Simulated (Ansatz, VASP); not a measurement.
CuAu: VASP beside Ansatz

```
Cu Au
1.0
     2.81075    0.00000    0.00000
     0.00000    2.81075    0.00000
     0.00000    0.00000   16.00000
Cu Au
1 1
Direct
  0.50000 0.50000 0.55758
  0.00000 0.00000 0.44242
```

Alike in both runs: task single point; functional PBE; k mesh 6 × 6 × 1; occupations gaussian, width 0.1 eV; no spin polarisation.

|  | VASP | Ansatz |
| --- | --- | --- |
| version | VASP 6.6.1 | Ansatz 0.2.0 |
| potentials or method | VASP PAW PBE potentials, release 64 (Cu, Au), cutoff 520 eV | scalar-relativistic, plane waves, PAW |
| valence electrons in the cell | 22 | 38 |

|  | VASP | Ansatz | Ansatz less VASP |
| --- | --- | --- | --- |
| gap on the k mesh at the Fermi level (eV) | none | none | - |
| rms of the force components (eV/Å) | 0.127 | 0.131 | +0.0044 |

Atom by atom the forces differ by 0.004 eV/Å (rms over components). A gap of «none» marks a metal or a gap that the smearing closes. With one functional, cell and mesh, what is left measures potentials, basis and numerics. VASP's potentials hold 22 valence electrons a cell and Ansatz's 38, so a difference there can come from the potentials and not from the codes. Ansatz's warnings: slab cell height set.

The k mesh is coarse, so the values compare programs but aren't converged. Spin-orbit coupling is off throughout.
